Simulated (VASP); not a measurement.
# GaAs (qq12) (F-43m) in VASP: a series of runs

The runs below take GaAs (qq12) through single point, relaxation of cell and atoms, with LDA.

Everything below comes from runs of VASP 6.6.1. Logs are shortened: lines on timing, memory, paths and dates and some standing lists are left out, and cuts for length are marked.

**1. The cell of the first run**

The structure is cubic, space group F-43m (No. 216). Conventional cell: a = 5.750 Å, b = 5.750 Å, c = 5.750 Å, α = 90.00°, β = 90.00°, γ = 90.00°. Within 3.3 Å of Ga (site symmetry -43m) lie 4 As at 2.49 Å. As (site symmetry -43m) has 4 Ga at 2.49 Å within 3.3 Å.

**2. Single point, LDA**

INCAR

```
SYSTEM = GaAs
PREC     = Accurate       ! precision mode
ENCUT    = 520            ! plane-wave cutoff, eV
EDIFF    = 1E-7           ! SCF threshold, eV
ISMEAR   = 0              ! smearing method
SIGMA    = 0.1            ! smearing width, eV
LREAL    = .False.        ! projectors in reciprocal space
LASPH    = .True.         ! aspherical terms in the spheres
NELM     = 100            ! most SCF steps
ALGO     = Normal         ! electronic algorithm
ISIF     = 2              ! what is computed and relaxed
LWAVE    = .False.        ! write WAVECAR
LCHARG   = .False.        ! write CHGCAR
GGA      = CA             ! functional
NBANDS   = 16             ! bands
```

KPOINTS

```
Automatic mesh
0
Gamma
  6 6 6
  0 0 0
```

POSCAR

```
GaAs
1.0
    0.0000000000      2.8750910500      2.8750910500
    2.8750910500      0.0000000000      2.8750910500
    2.8750910500      2.8750910500      0.0000000000
Ga As
1 1
Direct
    0.0000000000      0.0000000000      0.0000000000
    0.7500000000      0.7500000000      0.7500000000
```

Potentials or basis: VASP PAW LDA potentials, release 64 (Ga_d, As).

Run with:

```bash
> cat potpaw_LDA.64/Ga_d/POTCAR potpaw_LDA.64/As/POTCAR > POTCAR
> mpirun -np 1 vasp_std > vasp.out
```

OUTCAR:

```text
SYSTEM = GaAs
   PREC = Accurate
   ENCUT = 520
   EDIFF = 1E-7
   ISMEAR = 0
   LREAL = .False.
   LASPH = .True.
   NELM = 100
   ISIF = 2
   GGA = CA

 ion  position               nearest neighbor table
   1  0.000  0.000  0.000-   2 2.49   2 2.49   2 2.49   2 2.49
   2  0.750  0.750  0.750-   1 2.49   1 2.49   1 2.49   1 2.49

  LATTYP: Found a face centered cubic cell.
 ALAT       =     5.7501821000

  Lattice vectors:

 A1 = (   0.0000000000,   2.8750910500,   2.8750910500)
 A2 = (   2.8750910500,   0.0000000000,   2.8750910500)
 A3 = (   2.8750910500,   2.8750910500,   0.0000000000)

Analysis of symmetry for initial positions (statically):
=====================================================================
 Subroutine PRICEL returns:
 Original cell was already a primitive cell.

 Routine SETGRP: Setting up the symmetry group for a
 face centered cubic supercell.

 Subroutine GETGRP returns: Found 24 space group operations
 (whereof 24 operations were pure point group operations)
 out of a pool of 48 trial point group operations.

The static configuration has the point symmetry T_d .

Analysis of symmetry for dynamics (positions and initial velocities):
=====================================================================
 Subroutine PRICEL returns:
 Original cell was already a primitive cell.

 Routine SETGRP: Setting up the symmetry group for a
 face centered cubic supercell.

 Subroutine GETGRP returns: Found 24 space group operations
 (whereof 24 operations were pure point group operations)
 out of a pool of 48 trial point group operations.

The dynamic configuration has the point symmetry T_d .

 Subroutine INISYM returns: Found 24 space group operations
 (whereof 24 operations are pure point group operations),
 and found     1 'primitive' translations

----------------------------------------------------------------------------------------

                                     Primitive cell

  volume of cell :      47.5319

  direct lattice vectors                    reciprocal lattice vectors
     0.000000000  2.875091050  2.875091050    -0.173907536  0.173907536  0.173907536
     2.875091050  0.000000000  2.875091050     0.173907536 -0.173907536  0.173907536
     2.875091050  2.875091050  0.000000000     0.173907536  0.173907536 -0.173907536

  length of vectors
     4.065992756  4.065992756  4.065992756     0.301216688  0.301216688  0.301216688

  position of ions in fractional coordinates (direct lattice)
     0.000000000  0.000000000  0.000000000
     0.750000000  0.750000000  0.750000000

  ion indices of the primitive-cell ions
   primitive index   ion index
                 1           1
                 2           2

----------------------------------------------------------------------------------------

 KPOINTS: Automatic mesh

Automatic generation of k-mesh.
 Grid dimensions read from file:
 generate k-points for:    6    6    6

 Generating k-lattice:

  Cartesian coordinates                     Fractional coordinates (reciprocal lattice)
    -0.028984589  0.028984589  0.028984589     0.166666667  0.000000000  0.000000000
     0.028984589 -0.028984589  0.028984589     0.000000000  0.166666667  0.000000000
     0.028984589  0.028984589 -0.028984589     0.000000000  0.000000000  0.166666667

  Length of vectors
     0.050202781  0.050202781  0.050202781

  Shift w.r.t. Gamma in fractional coordinates (k-lattice)
     0.000000000  0.000000000  0.000000000

 Subroutine IBZKPT returns following result:
 ===========================================

 Found     16 irreducible k-points:

 Following reciprocal coordinates:
            Coordinates               Weight
  0.000000  0.000000  0.000000      1.000000
  0.166667  0.000000  0.000000      8.000000
  0.333333  0.000000  0.000000      8.000000
  0.500000  0.000000  0.000000      4.000000
  0.166667  0.166667  0.000000      6.000000
  0.333333  0.166667  0.000000     24.000000
[... 8 lines left out ...]
 -0.333333  0.333333  0.166667     24.000000
 -0.333333  0.500000  0.166667     12.000000
   k-points           NKPTS =     16   k-points in BZ     NKDIM =     16   number of bands    NBANDS=     16
   number of dos      NEDOS =    301   number of ions     NIONS =      2
   total plane-waves  NPLWV =  27000
   dimension x,y,z NGX =    30 NGY =   30 NGZ =   30
   dimension x,y,z NGXF=    60 NGYF=   60 NGZF=   60
   ions per type =               1   1
   NGX,Y,Z   is equivalent  to a cutoff of  12.27, 12.27, 12.27 a.u.
   NGXF,Y,Z  is equivalent  to a cutoff of  24.53, 24.53, 24.53 a.u.
 SYSTEM =  GaAs
   PREC   = accura    normal or accurate (medium, high low for compatibility)
   ISTART =      0    job   : 0-new  1-cont  2-samecut
   ICHARG =      2    charge: 1-file 2-atom 10-const
   ISPIN  =      1    spin polarized calculation?
   LNONCOLLINEAR =      F non collinear calculations
   LSORBIT =      F    spin-orbit coupling
   LASPH  =      T    aspherical Exc in radial PAW
   ENCUT  =  520.0 eV  38.22 Ry    6.18 a.u.   7.56  7.56  7.56*2*pi/ulx,y,z
   NELM   =    100;   NELMIN=  2; NELMDL= -5     # of ELM steps
   EDIFF  = 0.1E-06   stopping-criterion for ELM
   LREAL  =      F    real-space projection
   EDIFFG = 0.1E-05   stopping-criterion for IOM
   NSW    =      0    number of steps for IOM
   IBRION =     -1    ionic relax: 0-MD 1-quasi-New 2-CG
   NFREE  =      0    steps in history (QN), initial steepest desc. (CG)
   ISIF   =      2    stress and relaxation
   ISYM   =      2    0-nonsym 1-usesym 2-fastsym
   POTIM  = 0.5000    time-step for ionic-motion
   TEBEG  =    0.0;   TEEND  =   0.0 temperature during run
   PSTRESS=    0.0 pullay stress
   NELECT =      18.0000    total number of electrons
   NUPDOWN=      -1.0000    fix difference up-down
   EMIN   =  10.00;   EMAX   =-10.00  energy-range for DOS
   EFERMI =   0.00;   METHOD = LEGACY
   ISMEAR =     0;   SIGMA  =   0.10  broadening in eV -4-tet -1-fermi 0-gaus
   EFERMI_NEDOS =   21; number of points for ismear=-14 and -15
   IALGO  =     38    algorithm
   IMIX   =      4    mixing-type and parameters
     AMIX     =   0.40;   BMIX     =  1.00
     AMIX_MAG =   1.60;   BMIX_MAG =  1.00
  volume/ion in A,a.u.               =      23.77       160.38
  Fermi-wavevector in a.u.,A,eV,Ry     =   1.184415  2.238221 19.086796  1.402840
  Thomas-Fermi vector in A             =   2.320630
   LORBIT       =      0    0 simple, 1 ext, 2 COOP (PROOUT), +10 PAW based schemes
   GGA     = CA    functional components
   LHFCALC =     F    Hartree Fock is set to
   AEXX    =    0.0000 exact exchange contribution
   IVDW    =     0    specifies the selected vdW correction
   LEPSILON=     F    determine dielectric tensor
   LRPA    =     F    only Hartree local field effects (RPA)
 non-spin polarized calculation
 Gauss-broadening in eV      SIGMA  =   0.10
  energy-cutoff  :      520.00
  volume of cell :       47.53
 maximum number of plane-waves:      1303
   NGX = 15   NGY = 15   NGZ = 15

 number of electron      17.9999988 magnetization

 Free energy of the ion-electron system (eV)
  ---------------------------------------------------
  ext. energy  EPLUGINS =         0.00000000
  ---------------------------------------------------
  free energy    TOTEN  =        -9.56354465 eV

  energy without entropy =       -9.56273650  energy(sigma->0) =       -9.56314058

 E-fermi :   3.3772     XC(G=0):  -9.6880

 val. band max:        3.3385250457   @ k =   0.0000   0.0000   0.0000
 cond. band min:       4.0592964477   @ k =   0.5000   0.0000   0.0000
 fundamental gap:      0.7207714020
 Fermi energy:         3.3771763439

 k-point     1 :       0.0000    0.0000    0.0000
  band No.  band energies     occupation
      1     -11.5129      2.00000
      2     -11.5129      2.00000
      3     -11.5129      2.00000
      4     -11.4465      2.00000
      5     -11.4465      2.00000
      6      -9.0753      2.00000
[... 8 lines left out ...]
     15      13.3727      0.00000
     16      13.3727      0.00000

 k-point     2 :       0.1667    0.0000    0.0000
  band No.  band energies     occupation
      1     -11.5297      2.00000
      2     -11.5080      2.00000
      3     -11.5080      2.00000
      4     -11.4466      2.00000
      5     -11.4466      2.00000
      6      -8.7791      2.00000
[... 8 lines left out ...]
     15      12.2903      0.00000
     16      12.2903      0.00000

 k-point     3 :       0.3333    0.0000    0.0000
  band No.  band energies     occupation
      1     -11.5603      2.00000
      2     -11.4999      2.00000
      3     -11.4999      2.00000
      4     -11.4451      2.00000
      5     -11.4451      2.00000
      6      -8.0179      2.00000
[... 8 lines left out ...]
     15      12.8453      0.00000
     16      12.8453      0.00000

 k-point     4 :       0.5000    0.0000    0.0000
  band No.  band energies     occupation
      1     -11.5746      2.00000
      2     -11.4968      2.00000
      3     -11.4968      2.00000
      4     -11.4433      2.00000
      5     -11.4433      2.00000
      6      -7.4624      2.00000
[... 8 lines left out ...]
     15      14.8940      0.00000
     16      14.8940      0.00000

 k-point     5 :       0.1667    0.1667    0.0000
  band No.  band energies     occupation
      1     -11.5395      2.00000
      2     -11.5031      2.00000
      3     -11.5031      2.00000
      4     -11.4507      2.00000
      5     -11.4438      2.00000
      6      -8.6796      2.00000
[... 8 lines left out ...]
     15      12.5426      0.00000
     16      13.8093      0.00000

 k-point     6 :       0.3333    0.1667    0.0000
  band No.  band energies     occupation
      1     -11.5636      2.00000
      2     -11.4960      2.00000
      3     -11.4940      2.00000
      4     -11.4529      2.00000
      5     -11.4417      2.00000
      6      -8.0605      2.00000
[... 8 lines left out ...]
     15      13.7398      0.00000
     16      14.0926      0.00000

 k-point     7 :       0.5000    0.1667    0.0000
  band No.  band energies     occupation
      1     -11.5787      2.00000
      2     -11.4935      2.00000
      3     -11.4902      2.00000
      4     -11.4495      2.00000
      5     -11.4421      2.00000
      6      -7.3387      2.00000
[... 8 lines left out ...]
     15      14.4321      0.00000
     16      14.9331      0.00000

 k-point     8 :      -0.3333    0.1667    0.0000
  band No.  band energies     occupation
      1     -11.5731      2.00000
      2     -11.4946      2.00000
      3     -11.4934      2.00000
      4     -11.4467      2.00000
      5     -11.4454      2.00000
      6      -7.5413      2.00000
[... 8 lines left out ...]
     15      12.9834      0.00000
     16      14.7071      0.00000

 k-point     9 :      -0.1667    0.1667    0.0000
  band No.  band energies     occupation
      1     -11.5506      2.00000
      2     -11.5024      2.00000
      3     -11.4996      2.00000
      4     -11.4488      2.00000
      5     -11.4447      2.00000
      6      -8.3198      2.00000
[... 8 lines left out ...]
     15      12.8933      0.00000
     16      13.5367      0.00000

 k-point    10 :       0.3333    0.3333    0.0000
  band No.  band energies     occupation
      1     -11.5836      2.00000
      2     -11.4829      2.00000
      3     -11.4829      2.00000
      4     -11.4611      2.00000
      5     -11.4385      2.00000
      6      -7.6348      2.00000
[... 8 lines left out ...]
     15      15.0944      0.00000
     16      15.8115      0.00000

 k-point    11 :       0.5000    0.3333    0.0000
  band No.  band energies     occupation
      1     -11.5934      2.00000
      2     -11.4811      2.00000
      3     -11.4779      2.00000
      4     -11.4608      2.00000
      5     -11.4385      2.00000
      6      -7.0131      2.00000
[... 8 lines left out ...]
     15      15.3447      0.00000
     16      15.6457      0.00000

 k-point    12 :      -0.3333    0.3333    0.0000
  band No.  band energies     occupation
      1     -11.5868      2.00000
      2     -11.4880      2.00000
      3     -11.4822      2.00000
      4     -11.4531      2.00000
      5     -11.4436      2.00000
      6      -6.9607      2.00000
[... 8 lines left out ...]
     15      12.8552      0.00000
     16      17.0076      0.00000

 k-point    13 :       0.5000    0.5000    0.0000
  band No.  band energies     occupation
      1     -11.6027      2.00000
      2     -11.4725      2.00000
      3     -11.4725      2.00000
      4     -11.4668      2.00000
      5     -11.4358      2.00000
      6      -6.7865      2.00000
[... 8 lines left out ...]
     15      15.9427      0.00000
     16      16.3924      0.00000

 k-point    14 :       0.5000    0.3333    0.1667
  band No.  band energies     occupation
      1     -11.5804      2.00000
      2     -11.4907      2.00000
      3     -11.4848      2.00000
      4     -11.4548      2.00000
      5     -11.4414      2.00000
      6      -7.4096      2.00000
[... 8 lines left out ...]
     15      14.0715      0.00000
     16      15.9586      0.00000

 k-point    15 :      -0.3333    0.3333    0.1667
  band No.  band energies     occupation
      1     -11.5865      2.00000
      2     -11.4903      2.00000
      3     -11.4806      2.00000
      4     -11.4529      2.00000
      5     -11.4434      2.00000
      6      -6.9600      2.00000
[... 8 lines left out ...]
     15      15.0826      0.00000
     16      15.6444      0.00000

 k-point    16 :      -0.3333    0.5000    0.1667
  band No.  band energies     occupation
      1     -11.5944      2.00000
      2     -11.4837      2.00000
      3     -11.4753      2.00000
      4     -11.4587      2.00000
      5     -11.4404      2.00000
      6      -6.7512      2.00000
[... 8 lines left out ...]
     15      15.1389      0.00000
     16      16.2380      0.00000

------------------------ aborting loop because EDIFF is reached ----------------------------------------

  FORCE on cell =-STRESS in cart. coord.  units (eV):
  Direction    XX          YY          ZZ          XY          YZ          ZX
  --------------------------------------------------------------------------------------
  -------------------------------------------------------------------------------------
  Total       -1.3210080     -1.3210080     -1.3210080      0.0000000      0.0000000      0.0000000
  in kB      -44.5277998    -44.5277998    -44.5277998      0.0000000      0.0000000      0.0000000
  external PRESSURE =     -44.5277998 kB  Pullay stress =       0.0000000 kB

 VOLUME and BASIS-vectors are now :
 -----------------------------------------------------------------------------
  energy-cutoff  :      520.00
  volume of cell :       47.53
      direct lattice vectors                 reciprocal lattice vectors
     0.000000000  2.875091050  2.875091050    -0.173907536  0.173907536  0.173907536
     2.875091050  0.000000000  2.875091050     0.173907536 -0.173907536  0.173907536
     2.875091050  2.875091050  0.000000000     0.173907536  0.173907536 -0.173907536

 POSITION                                       TOTAL-FORCE (eV/Angst)
 -----------------------------------------------------------------------------------
      0.00000      0.00000      0.00000        -0.000000     -0.000000     -0.000000
      4.31264      4.31264      4.31264         0.000000      0.000000      0.000000
 -----------------------------------------------------------------------------------
    total drift:                               -0.000000     -0.000000     -0.000000

  FREE ENERGIE OF THE ION-ELECTRON SYSTEM (eV)
  ---------------------------------------------------
  free  energy   TOTEN  =        -9.5635446541 eV

  energy  without entropy=       -9.5627365050  energy(sigma->0) =       -9.56314058
```

Wall time 14 s (1 thread of Intel Xeon Platinum 8259CL at 2.50GHz (Skylake/Cascade Lake), shared host); peak memory 0.15 GiB.

What came out:

```yaml
Free_energy: -9.5635 eV
Pressure: -4.5 GPa
Band_gap_on_the_k_mesh: zero (filled and empty bands touch)
```

[end of part 1 of 2]
